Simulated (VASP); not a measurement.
# Zn in VASP: further runs, part 2 of 2

VASP 6.6.1. The steps go on from the part before.

## 5. Single point, PBE

This run uses another cell than the first one, of 15.24 Å³/atom.

The input, INCAR:

```
PREC     = Accurate       # precision mode
ENCUT    = 520            # plane-wave cutoff, eV
EDIFF    = 1E-6           # SCF threshold, eV
ISMEAR   = 0              # smearing method
SIGMA    = 0.1            # smearing width, eV
LREAL    = False          # projectors in reciprocal space
LASPH    = True           # aspherical terms in the spheres
NELM     = 80             # most SCF steps
ALGO     = Fast           # electronic algorithm
ISIF     = 2              # what is computed and relaxed
LWAVE    = False          # write WAVECAR
LCHARG   = False          # write CHGCAR
GGA      = PE             # functional
NBANDS   = 19             # bands
```

The input, KPOINTS:

```
regular mesh
0
Gamma
  24 24 12
```

The input, POSCAR:

```
Zn
1.0
    2.6449507729      0.0000000000      0.0000000000
   -1.3224753864      2.2905945611      0.0000000000
    0.0000000000      0.0000000000      5.0319221039
Zn
2
Direct
    0.3333333333      0.6666666667      0.7500000000
    0.6666666667      0.3333333333      0.2500000000
```

Potentials or basis: VASP PAW PBE potentials, release 64 (Zn).

Started as:

```sh
$ cat potpaw_PBE.64/Zn/POTCAR > POTCAR
$ mpirun -np 1 vasp_std > vasp.out
```

OUTCAR:

```text
PREC = Accurate
   ENCUT = 520
   EDIFF = 1E-6
   ISMEAR = 0
   LREAL = False
   LASPH = True
   NELM = 80
   ISIF = 2
   GGA = PE

 ion  position               nearest neighbor table
   1  0.333  0.667  0.750-   2 2.94   2 2.94   2 2.94   2 2.94   2 2.94   2 2.94
   2  0.667  0.333  0.250-   1 2.94   1 2.94   1 2.94   1 2.94   1 2.94   1 2.94

  LATTYP: Found a hexagonal cell.
 ALAT       =     2.6449507729
 C/A-ratio  =     1.9024634241

  Lattice vectors:

 A1 = (   2.6449507729,   0.0000000000,   0.0000000000)
 A2 = (  -1.3224753864,   2.2905945611,   0.0000000000)
 A3 = (   0.0000000000,   0.0000000000,   5.0319221039)

Analysis of symmetry for initial positions (statically):
=====================================================================
 Subroutine PRICEL returns:
 Original cell was already a primitive cell.

 Routine SETGRP: Setting up the symmetry group for a
 hexagonal supercell.

 Subroutine GETGRP returns: Found 24 space group operations
 (whereof 12 operations were pure point group operations)
 out of a pool of 24 trial point group operations.

The static configuration has the point symmetry D_3d.
 The point group associated with its full space group is D_6h.

Analysis of symmetry for dynamics (positions and initial velocities):
=====================================================================
 Subroutine PRICEL returns:
 Original cell was already a primitive cell.

 Routine SETGRP: Setting up the symmetry group for a
 hexagonal supercell.

 Subroutine GETGRP returns: Found 24 space group operations
 (whereof 12 operations were pure point group operations)
 out of a pool of 24 trial point group operations.

The dynamic configuration has the point symmetry D_3d.
 The point group associated with its full space group is D_6h.

 Subroutine INISYM returns: Found 24 space group operations
[... 112 lines left out ...]
   ISMEAR =     0;   SIGMA  =   0.10  broadening in eV -4-tet -1-fermi 0-gaus
   EFERMI_NEDOS =   21; number of points for ismear=-14 and -15
   IALGO  =     68    algorithm
   IMIX   =      4    mixing-type and parameters
     AMIX     =   0.40;   BMIX     =  1.00
     AMIX_MAG =   1.60;   BMIX_MAG =  1.00
  volume/ion in A,a.u.               =      15.24       102.86
  Fermi-wavevector in a.u.,A,eV,Ry     =   1.511629  2.856565 31.089632  2.285024
  Thomas-Fermi vector in A             =   2.621661
   LORBIT       =      0    0 simple, 1 ext, 2 COOP (PROOUT), +10 PAW based schemes
   GGA     = PE    functional components
   LHFCALC =     F    Hartree Fock is set to
   AEXX    =    0.0000 exact exchange contribution
   IVDW    =     0    specifies the selected vdW correction
   LEPSILON=     F    determine dielectric tensor
   LRPA    =     F    only Hartree local field effects (RPA)
 non-spin polarized calculation
 RMM-DIIS sequential band-by-band and
 Gauss-broadening in eV      SIGMA  =   0.10
  energy-cutoff  :      520.00
  volume of cell :       30.49
 maximum number of plane-waves:       843
 NGX is ok and might be reduce to    20

 number of electron      24.0000020 magnetization

 Free energy of the ion-electron system (eV)
  ---------------------------------------------------
  ext. energy  EPLUGINS =         0.00000000
  ---------------------------------------------------
  free energy    TOTEN  =        -2.21777749 eV

  energy without entropy =       -2.21587790  energy(sigma->0) =       -2.21682770

 E-fermi :   3.0691     XC(G=0): -11.5339

 val. band max:        3.0519704305   @ k =   0.0000   0.0000   0.2500
 cond. band min:       3.0723516893   @ k =   0.3333   0.2917   0.4167
 fundamental gap:      0.0203812589
 Fermi energy:         3.0691040242

 k-point     1 :       0.0000    0.0000    0.0000
  band No.  band energies     occupation
      1      -7.2967      2.00000
      2      -5.5621      2.00000
      3      -4.8585      2.00000
      4      -4.5988      2.00000
      5      -4.5988      2.00000
      6      -4.5548      2.00000
[... 505 lines left out ...]
      6      -4.4285      2.00000
[... 11 lines left out ...]
     18      18.0824      0.00000
     19      18.3982      0.00000

 [... further k-points ...]

------------------------ aborting loop because EDIFF is reached ----------------------------------------

  FORCE on cell =-STRESS in cart. coord.  units (eV):
  Direction    XX          YY          ZZ          XY          YZ          ZX
  --------------------------------------------------------------------------------------
  -------------------------------------------------------------------------------------
  Total        0.1526189      0.1526189      0.1074379      0.0000000      0.0000000      0.0000000
  in kB        8.0208271      8.0208271      5.6463574      0.0000000      0.0000000      0.0000000
  external PRESSURE =       7.2293372 kB  Pullay stress =       0.0000000 kB

 VOLUME and BASIS-vectors are now :
 -----------------------------------------------------------------------------
  energy-cutoff  :      520.00
  volume of cell :       30.49
      direct lattice vectors                 reciprocal lattice vectors
     2.644950773  0.000000000  0.000000000     0.378078870  0.218283937  0.000000000
    -1.322475386  2.290594561  0.000000000     0.000000000  0.436567875  0.000000000
     0.000000000  0.000000000  5.031922104     0.000000000  0.000000000  0.198731216

 POSITION                                       TOTAL-FORCE (eV/Angst)
 -----------------------------------------------------------------------------------
     -0.00000      1.52706      3.77394         0.000000     -0.000000      0.000000
      1.32248      0.76353      1.25798        -0.000000      0.000000     -0.000000
 -----------------------------------------------------------------------------------
    total drift:                               -0.000000      0.000000      0.000000

  FREE ENERGIE OF THE ION-ELECTRON SYSTEM (eV)
  ---------------------------------------------------
  free  energy   TOTEN  =        -2.2177774938 eV

  energy  without entropy=       -2.2158778974  energy(sigma->0) =       -2.21682770
```

OSZICAR:

```text
N       E                     dE             d eps       ncg     rms          rms(c)
DAV:   1     0.114106362989E+03    0.11411E+03   -0.12310E+04 16650   0.199E+03
DAV:   2     0.282636659611E+01   -0.11128E+03   -0.10747E+03 16308   0.297E+02
DAV:   3    -0.239672703613E+01   -0.52231E+01   -0.52029E+01 18076   0.705E+01
DAV:   4    -0.242834585346E+01   -0.31619E-01   -0.31611E-01 17830   0.567E+00
DAV:   5    -0.242838695541E+01   -0.41102E-04   -0.41102E-04 17697   0.185E-01    0.398E+00
RMM:   6    -0.223108982432E+01    0.19730E+00   -0.73873E-01 18667   0.103E+01    0.304E+00
RMM:   7    -0.222286212013E+01    0.82277E-02   -0.21339E-02 19319   0.206E+00    0.152E+00
RMM:   8    -0.221781262948E+01    0.50495E-02   -0.56486E-03 18226   0.675E-01    0.112E-01
RMM:   9    -0.221781672263E+01   -0.40932E-05   -0.16036E-03 19805   0.567E-01    0.964E-02
RMM:  10    -0.221777574529E+01    0.40977E-04   -0.21486E-04 19501   0.158E-01    0.386E-03
RMM:  11    -0.221777767232E+01   -0.19270E-05   -0.17080E-05 19017   0.453E-02    0.455E-03
RMM:  12    -0.221777749375E+01    0.17857E-06   -0.37328E-06 15887   0.235E-02
   1 F= -.22177775E+01 E0= -.22168277E+01  d E =-.189960E-02
```

stdout:

```text
POSCAR found type information on POSCAR Zn
 POSCAR found :  1 types and       2 ions
 scaLAPACK will be used
 LDA part: xc-table for (Slater+PW92), standard interpolation
 POSCAR, INCAR and KPOINTS ok, starting setup
 FFT: planning ... GRIDC
 FFT: planning ... GRID_SOFT
 FFT: planning ... GRID
 WAVECAR not read
 entering main loop
WARNING in EDDRMM: call to ZHEGV failed, returncode =   8  4     19
WARNING in EDDRMM: call to ZHEGV failed, returncode =   8  4     16
```

It took 91 s on 1 thread of Intel Xeon 6975P-C (Granite Rapids), shared host; peak memory 0.3 GiB.

What came out:

```
Free energy            : -2.2178 eV
Pressure               : 0.7 GPa
Band gap on the k mesh : zero (bands 12 and 13 overlap by 4.84 eV)
```

## 6. Single point, PBE

This run uses another cell than the first one: it holds 4 atoms, not 2.

The input, INCAR:

```
SYSTEM = Zn
  ALGO = Fast
  EDIFF = 1E-7
  ENCUT = 520
  GGA = PE
  ISIF = 2
  ISMEAR = 0
  LASPH = .True.
  LCHARG = .False.
  LREAL = .False.
  LWAVE = .False.
  NBANDS = 32
  NELM = 60
  PREC = Accurate
  SIGMA = 0.2
```

The input, KPOINTS:

```
k-points
0
Gamma
  12 12 2
  0 0 0
```

The input, POSCAR:

```
Zn
1.0
    2.6269315867      0.0011618406     -0.0012372089
   -1.3124549018      2.2740076025      0.0006080140
   -0.0020231918      0.0005427862     10.3302826363
Zn
4
Direct
    0.3338314422      0.6674330927      0.1249837442
    0.3330115034      0.6667256767      0.6250721840
    0.6670807940      0.3326755437      0.3751902774
    0.6660762604      0.3331656869      0.8747537944
```

Potentials or basis: VASP PAW PBE potentials, release 64 (Zn).

Started as:

```sh
$ cat potpaw_PBE.64/Zn/POTCAR > POTCAR
$ mpirun -np 1 vasp_std > vasp.out
```

Wall time 2.4 min (1 thread of Intel Xeon 6975P-C (Granite Rapids), shared host); peak memory 0.32 GiB.

It converged, with:

```yaml
Free_energy: -4.4572 eV
Pressure: 0.2 GPa
Largest_force: 0.005 eV/Å
Band_gap_on_the_k_mesh: zero (bands 24 and 25 overlap by 4.91 eV)
```

Forces on the atoms (eV/Å):
```
Zn   0.000 -0.001  0.000
Zn   0.001  0.000 -0.002
Zn  -0.002  0.001 -0.003
Zn   0.000  0.001  0.005
```

Stress tensor (GPa, compression positive):
```
 0.27 -0.09  0.03
-0.09  0.30  0.00
 0.03  0.00  0.07
```

Levels at points of the mesh, in eV from the Fermi level:
```
           k point  band 22  band 23  band 24  band 25  band 26  band 27
(0.00, 0.00, 0.00)    -7.12    -7.11    -3.81    -3.70     3.49     3.50
(0.50, 0.00, 0.00)    -1.90    -1.76    -1.75     0.28     0.29     2.23
(0.00, 0.50, 0.00)    -1.90    -1.75    -1.75     0.30     0.30     2.24
(0.50, 0.50, 0.00)    -1.89    -1.75    -1.74     0.29     0.30     2.24
(0.00, 0.00, 0.50)    -7.13    -6.26    -6.25    -0.47    -0.46     7.98
(0.50, 0.00, 0.50)    -2.34    -1.77    -1.76     1.09     1.09     1.37
(0.00, 0.50, 0.50)    -2.34    -1.77    -1.76     1.10     1.10     1.38
(0.50, 0.50, 0.50)    -2.34    -1.76    -1.75     1.10     1.11     1.39
```

## 7. The runs side by side

```tsv
cell	k mesh	smearing	gap on the mesh (eV)	pressure (GPa)
a = 2.649, b = 2.649, c = 5.125 Å, angles 90.0, 90.0, 120.0°, 2 atoms, atomic positions A	6 × 6 × 4	gaussian 0.1 eV	none	0.3
a = 2.644, b = 2.644, c = 10.065 Å, angles 90.0, 90.0, 120.0°, 4 atoms, atomic positions B	12 × 12 × 2	gaussian 0.2 eV	none	0.5
a = 2.644, b = 2.644, c = 5.032 Å, angles 90.0, 90.0, 120.0°, 2 atoms, atomic positions A	24 × 24 × 12	gaussian 0.1 eV	none	0.8
a = 2.645, b = 2.645, c = 5.032 Å, angles 90.0, 90.0, 120.0°, 2 atoms, atomic positions A	24 × 24 × 12	gaussian 0.1 eV	none	0.7
a = 2.627, b = 2.626, c = 10.330 Å, angles 90.0, 90.0, 120.0°, 4 atoms, atomic positions C	12 × 12 × 2	gaussian 0.2 eV	none	0.2
```

Alike in all rows: task single point; level PBE; potentials or basis VASP PAW PBE potentials, release 64 (Zn); no spin polarisation; cutoff (eV) 520.

Caveats: some runs use coarse meshes.

Absolute energies hang on the potentials; compare differences alone.

The gap in the log of VASP goes by the Fermi energy; the results here count the filled bands.